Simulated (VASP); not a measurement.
# NaCl (Immm) in VASP: further runs

Runs on NaCl. Level: PBEsol. Tasks: single point.

All numbers are computed with VASP 6.6.1; they aren't measurements. Logs are shortened: lines on timing, memory, paths and dates and some standing lists are left out, and cuts for length are marked.

## (1) The cell of the first run

Symmetry: Immm, No. 71, orthorhombic system. The conventional cell has a = 3.905 Å, b = 4.105 Å, c = 5.663 Å, α = 90.00°, β = 90.00°, γ = 90.00°. Within 3.7 Å of Na (site symmetry mmm) lie 6 Cl at 2.83 Å. Within 3.7 Å of Cl (site symmetry mmm) lie 6 Na at 2.83 Å.

## (2) Single point, PBEsol (strain -0.0500 x Voigt [0, 0, 0, 0, 1, 0])

File INCAR:

```
SYSTEM = NaCl
  ALGO = Normal
  EDIFF = 1E-6
  ENCUT = 520
  GGA = PS
  ISIF = 2
  ISMEAR = 0
  LASPH = .True.
  LCHARG = .False.
  LREAL = .False.
  LWAVE = .False.
  NBANDS = 14
  NELM = 100
  PREC = Accurate
  SIGMA = 0.05
```

File KPOINTS:

```
k-points
0
Gamma
  8 8 8
  0 0 0
```

File POSCAR:

```
NaCl
1.0
   -0.0707937500      2.8317500000      2.8317500000
    2.7609562500      0.0000000000      2.7609562500
    2.8317500000      2.8317500000     -0.0707937500
Na Cl
1 1
Direct
    0.0000000000      0.0000000000      0.0000000000
    0.5000000000      0.5000000000      0.5000000000
```

Potentials or basis: VASP PAW PBE potentials, release 64 (Na_pv, Cl).

Started as:

```
$ cat potpaw_PBE.64/Na_pv/POTCAR potpaw_PBE.64/Cl/POTCAR > POTCAR
$ mpirun -np 1 vasp_std > vasp.out
```

OUTCAR:

```text
SYSTEM = NaCl
   EDIFF = 1E-6
   ENCUT = 520
   GGA = PS
   ISIF = 2
   ISMEAR = 0
   LASPH = .True.
   LREAL = .False.
   NELM = 100
   PREC = Accurate

 ion  position               nearest neighbor table
   1  0.000  0.000  0.000-
   2  0.500  0.500  0.500-

  LATTYP: Found a body centered orthorhombic cell.
 ALAT       =     3.9045817739
 B/A-ratio  =     1.0512820513
 C/A-ratio  =     1.4504754486

  Lattice vectors:

 A1 = (   2.8317500000,  -2.8317500000,  -0.0707937500)
 A2 = (  -2.8317500000,  -2.8317500000,   0.0707937500)
 A3 = (   0.0707937500,   2.8317500000,  -2.8317500000)

Analysis of symmetry for initial positions (statically):
=====================================================================
 Subroutine PRICEL returns:
 Original cell was already a primitive cell.

 Routine SETGRP: Setting up the symmetry group for a
 body centered orthorhombic supercell.

 Subroutine GETGRP returns: Found  8 space group operations
 (whereof  8 operations were pure point group operations)
 out of a pool of  8 trial point group operations.

The static configuration has the point symmetry D_2h.

Analysis of symmetry for dynamics (positions and initial velocities):
=====================================================================
 Subroutine PRICEL returns:
 Original cell was already a primitive cell.

 Routine SETGRP: Setting up the symmetry group for a
 body centered orthorhombic supercell.

 Subroutine GETGRP returns: Found  8 space group operations
 (whereof  8 operations were pure point group operations)
 out of a pool of  8 trial point group operations.

The dynamic configuration has the point symmetry D_2h.

 Subroutine INISYM returns: Found  8 space group operations
 (whereof  8 operations are pure point group operations),
 and found     1 'primitive' translations

----------------------------------------------------------------------------------------

                                     Primitive cell

  volume of cell :      45.3861

  direct lattice vectors                    reciprocal lattice vectors
    -0.070793750  2.831750000  2.831750000    -0.172262692  0.176569259  0.172262692
     2.760956250  0.000000000  2.760956250     0.181096676 -0.176569259  0.181096676
     2.831750000  2.831750000 -0.070793750     0.172262692  0.176569259 -0.172262692

  length of vectors
     4.005324941  3.904581774  4.005324941     0.300874681  0.311076704  0.300874681

  position of ions in fractional coordinates (direct lattice)
     0.000000000  0.000000000  0.000000000
     0.500000000  0.500000000  0.500000000

  ion indices of the primitive-cell ions
   primitive index   ion index
                 1           1
                 2           2

----------------------------------------------------------------------------------------

 KPOINTS: k-points

Automatic generation of k-mesh.
 Grid dimensions read from file:
 generate k-points for:    8    8    8

 Generating k-lattice:

  Cartesian coordinates                     Fractional coordinates (reciprocal lattice)
    -0.021532836  0.022071157  0.021532836     0.125000000  0.000000000  0.000000000
     0.022637085 -0.022071157  0.022637085    -0.000000000  0.125000000 -0.000000000
     0.021532836  0.022071157 -0.021532836     0.000000000  0.000000000  0.125000000

  Length of vectors
     0.037609335  0.038884588  0.037609335

  Shift w.r.t. Gamma in fractional coordinates (k-lattice)
     0.000000000  0.000000000  0.000000000

 Subroutine IBZKPT returns following result:
 ===========================================

 Found     95 irreducible k-points:

 Following reciprocal coordinates:
            Coordinates               Weight
  0.000000  0.000000  0.000000      1.000000
  0.125000  0.000000 -0.000000      4.000000
  0.250000  0.000000 -0.000000      4.000000
  0.375000  0.000000 -0.000000      4.000000
  0.500000  0.000000 -0.000000      2.000000
 -0.000000  0.125000 -0.000000      4.000000
[... 16 lines left out ...]
  0.125000  0.375000 -0.000000      8.000000
  0.250000  0.375000 -0.000000      8.000000
 [... further k-points ...]
   k-points           NKPTS =     95   k-points in BZ     NKDIM =     95   number of bands    NBANDS=     14
   number of dos      NEDOS =    301   number of ions     NIONS =      2
   total plane-waves  NPLWV =  27000
   dimension x,y,z NGX =    30 NGY =   30 NGZ =   30
   dimension x,y,z NGXF=    60 NGYF=   60 NGZF=   60
   ions per type =               1   1
   NGX,Y,Z   is equivalent  to a cutoff of  12.45, 12.77, 12.45 a.u.
   NGXF,Y,Z  is equivalent  to a cutoff of  24.90, 25.55, 24.90 a.u.
 SYSTEM =  NaCl
   PREC   = accura    normal or accurate (medium, high low for compatibility)
   ISTART =      0    job   : 0-new  1-cont  2-samecut
   ICHARG =      2    charge: 1-file 2-atom 10-const
   ISPIN  =      1    spin polarized calculation?
   LNONCOLLINEAR =      F non collinear calculations
   LSORBIT =      F    spin-orbit coupling
   LASPH  =      T    aspherical Exc in radial PAW
   ENCUT  =  520.0 eV  38.22 Ry    6.18 a.u.   7.45  7.26  7.45*2*pi/ulx,y,z
   NELM   =    100;   NELMIN=  2; NELMDL= -5     # of ELM steps
   EDIFF  = 0.1E-05   stopping-criterion for ELM
   LREAL  =      F    real-space projection
   EDIFFG = 0.1E-04   stopping-criterion for IOM
   NSW    =      0    number of steps for IOM
   IBRION =     -1    ionic relax: 0-MD 1-quasi-New 2-CG
   NFREE  =      0    steps in history (QN), initial steepest desc. (CG)
   ISIF   =      2    stress and relaxation
   ISYM   =      2    0-nonsym 1-usesym 2-fastsym
   POTIM  = 0.5000    time-step for ionic-motion
   TEBEG  =    0.0;   TEEND  =   0.0 temperature during run
   PSTRESS=    0.0 pullay stress
   NELECT =      14.0000    total number of electrons
   NUPDOWN=      -1.0000    fix difference up-down
   EMIN   =  10.00;   EMAX   =-10.00  energy-range for DOS
   EFERMI =   0.00;   METHOD = LEGACY
   ISMEAR =     0;   SIGMA  =   0.05  broadening in eV -4-tet -1-fermi 0-gaus
   EFERMI_NEDOS =   21; number of points for ismear=-14 and -15
   IALGO  =     38    algorithm
   IMIX   =      4    mixing-type and parameters
     AMIX     =   0.40;   BMIX     =  1.00
     AMIX_MAG =   1.60;   BMIX_MAG =  1.00
  volume/ion in A,a.u.               =      22.69       153.14
  Fermi-wavevector in a.u.,A,eV,Ry     =   1.106139  2.090300 16.647325  1.223544
  Thomas-Fermi vector in A             =   2.242636
   LORBIT       =      0    0 simple, 1 ext, 2 COOP (PROOUT), +10 PAW based schemes
   GGA     = PS    functional components
   LHFCALC =     F    Hartree Fock is set to
   AEXX    =    0.0000 exact exchange contribution
   IVDW    =     0    specifies the selected vdW correction
   LEPSILON=     F    determine dielectric tensor
   LRPA    =     F    only Hartree local field effects (RPA)
 non-spin polarized calculation
 Gauss-broadening in eV      SIGMA  =   0.05
  energy-cutoff  :      520.00
  volume of cell :       45.39
 maximum number of plane-waves:      1241
 NGX is ok and might be reduce to    30
   NGX = 15   NGY = 15   NGZ = 15

 number of electron      13.9999997 magnetization

 Free energy of the ion-electron system (eV)
  ---------------------------------------------------
  ext. energy  EPLUGINS =         0.00000000
  ---------------------------------------------------
  free energy    TOTEN  =        -6.99107688 eV

  energy without entropy =       -6.99107688  energy(sigma->0) =       -6.99107688

 E-fermi :  -0.5169     XC(G=0):  -8.2814

 val. band max:       -0.7522518137   @ k =   0.0000   0.0000   0.0000
 cond. band min:       4.0296745440   @ k =   0.0000   0.0000   0.0000
 fundamental gap:      4.7819263578
 Fermi energy:        -0.5168679591

 k-point     1 :       0.0000    0.0000    0.0000
  band No.  band energies     occupation
      1     -21.5348      2.00000
      2     -21.5310      2.00000
      3     -21.5276      2.00000
      4     -13.4661      2.00000
      5      -0.9356      2.00000
      6      -0.8530      2.00000
      7      -0.7523      2.00000
      8       4.0297      0.00000
      9       9.7956      0.00000
     10      10.1483      0.00000
     11      10.4956      0.00000
     12      12.3413      0.00000
     13      12.3671      0.00000
     14      13.6802      0.00000

 k-point     2 :       0.1250    0.0000   -0.0000
  band No.  band energies     occupation
      1     -21.5352      2.00000
      2     -21.5337      2.00000
      3     -21.5292      2.00000
      4     -13.4220      2.00000
      5      -1.2762      2.00000
      6      -0.9128      2.00000
      7      -0.7916      2.00000
      8       4.5220      0.00000
      9       9.4011      0.00000
     10      10.2280      0.00000
     11      10.6696      0.00000
     12      12.0531      0.00000
     13      12.1725      0.00000
     14      14.6346      0.00000

 k-point     3 :       0.2500    0.0000   -0.0000
  band No.  band energies     occupation
      1     -21.5432      2.00000
      2     -21.5359      2.00000
      3     -21.5302      2.00000
      4     -13.3127      2.00000
      5      -1.9933      2.00000
      6      -0.9951      2.00000
      7      -0.8837      2.00000
      8       5.5020      0.00000
      9       8.8710      0.00000
     10      10.3468      0.00000
     11      10.7054      0.00000
     12      12.1580      0.00000
     13      12.4949      0.00000
     14      14.6131      0.00000
[... 324 lines left out ...]
 k-point    23 :       0.1250    0.3750   -0.0000
  band No.  band energies     occupation
      1     -21.5562      2.00000
      2     -21.5352      2.00000
      3     -21.5301      2.00000
      4     -13.1846      2.00000
      5      -2.3442      2.00000
      6      -1.2303      2.00000
      7      -1.1488      2.00000
      8       6.3066      0.00000
      9       8.7593      0.00000
     10       9.5040      0.00000
     11      10.5326      0.00000
     12      12.4535      0.00000
     13      14.0378      0.00000
     14      15.0182      0.00000

 k-point    24 :       0.2500    0.3750   -0.0000
  band No.  band energies     occupation
      1     -21.5529      2.00000
      2     -21.5367      2.00000
      3     -21.5328      2.00000
      4     -13.1705      2.00000
      5      -2.2557      2.00000
      6      -1.3424      2.00000
      7      -1.2702      2.00000
      8       6.6745      0.00000
      9       7.8505      0.00000
     10       9.2291      0.00000
     11      11.5257      0.00000
     12      12.3285      0.00000
     13      14.1227      0.00000
     14      17.0516      0.00000

 [... further k-points ...]
[... 5 lines left out ...]
  --------------------------------------------------------------------------------------
  -------------------------------------------------------------------------------------
  Total       -0.2115064     -0.2249687     -0.2115064      0.0000000      0.0000000      0.1687870
  in kB       -7.4663934     -7.9416259     -7.4663934      0.0000000      0.0000000      5.9583555
  external PRESSURE =      -7.6248042 kB  Pullay stress =       0.0000000 kB

 VOLUME and BASIS-vectors are now :
 -----------------------------------------------------------------------------
  energy-cutoff  :      520.00
  volume of cell :       45.39
      direct lattice vectors                 reciprocal lattice vectors
    -0.070793750  2.831750000  2.831750000    -0.172262692  0.176569259  0.172262692
     2.760956250  0.000000000  2.760956250     0.181096676 -0.176569259  0.181096676
     2.831750000  2.831750000 -0.070793750     0.172262692  0.176569259 -0.172262692

 POSITION                                       TOTAL-FORCE (eV/Angst)
 -----------------------------------------------------------------------------------
      0.00000      0.00000      0.00000         0.000000      0.000000      0.000000
      2.76096      2.83175      2.76096        -0.000000      0.000000     -0.000000
 -----------------------------------------------------------------------------------
    total drift:                               -0.000000      0.000000      0.000000

  FREE ENERGIE OF THE ION-ELECTRON SYSTEM (eV)
  ---------------------------------------------------
  free  energy   TOTEN  =        -6.9910768806 eV

  energy  without entropy=       -6.9910768806  energy(sigma->0) =       -6.99107688
```

Wall time 30 s (1 thread of Intel Xeon Platinum 8559C (Emerald Rapids), shared host); peak memory 0.19 GiB.

Results:

| Quantity | Value |
| --- | --- |
| Free energy | -6.9911 eV |
| Pressure | -0.8 GPa |
| Band gap on the k mesh | 4.78 eV, direct |

Caveat: the cell differs from its parent crystal (strain -0.0500 x Voigt [0, 0, 0, 0, 1, 0]); the PAW data sets were made with another functional, which shifts forces and pressure a little. A k mesh can miss the band edges.

## (3) Single point, PBEsol (strain +0.0250 x Voigt [0, 0, 0, 0, 1, 0])

INCAR is that of step 2.

KPOINTS is that of step 2.

File POSCAR:

```
NaCl
1.0
    0.0353968750      2.8317500000      2.8317500000
    2.8671468750      0.0000000000      2.8671468750
    2.8317500000      2.8317500000      0.0353968750
Na Cl
1 1
Direct
    0.0000000000      0.0000000000      0.0000000000
    0.5000000000      0.5000000000      0.5000000000
```

Potentials or basis: VASP PAW PBE potentials, release 64 (Na_pv, Cl).

Started as:

```
$ cat potpaw_PBE.64/Na_pv/POTCAR potpaw_PBE.64/Cl/POTCAR > POTCAR
$ mpirun -np 1 vasp_std > vasp.out
```

It took 34 s on 1 thread of Intel Xeon Platinum 8559C (Emerald Rapids), shared host; peak memory 0.2 GiB.

The run converged. Its results:

- Free energy: -6.9941 eV
- Pressure: -0.8 GPa
- Band gap on the k mesh: 4.84 eV, direct

Stress tensor (GPa, compression positive):
```
-0.76  0.00 -0.30
 0.00 -0.78  0.00
-0.30  0.00 -0.76
```

Levels at points of the mesh, in eV from the valence-band top:
| k point | band 4 | band 5 | band 6 | band 7 | band 8 | band 9 | band 10 | band 11 |
| --- | --- | --- | --- | --- | --- | --- | --- | --- |
| (0.00, 0.00, 0.00) | -12.66 | -0.09 | -0.05 | 0.00 | 4.84 | 10.77 | 10.94 | 11.12 |
| (0.50, 0.00, 0.00) | -12.32 | -1.97 | -0.36 | -0.31 | 6.98 | 10.44 | 10.64 | 10.79 |
| (0.00, 0.50, 0.00) | -12.34 | -1.99 | -0.30 | -0.26 | 7.04 | 10.26 | 10.78 | 10.94 |
| (0.50, 0.50, 0.00) | -12.28 | -1.72 | -0.64 | -0.64 | 7.35 | 7.86 | 10.99 | 14.46 |
| (0.50, 0.00, 0.50) | -12.28 | -1.72 | -0.71 | -0.57 | 7.33 | 7.88 | 11.00 | 14.32 |

Caveat: the cell differs from its parent crystal (strain +0.0250 x Voigt [0, 0, 0, 0, 1, 0]); the PAW data sets were made with another functional, which shifts forces and pressure a little. A k mesh can miss the band edges.

(Part 1 of 2 ends here.)
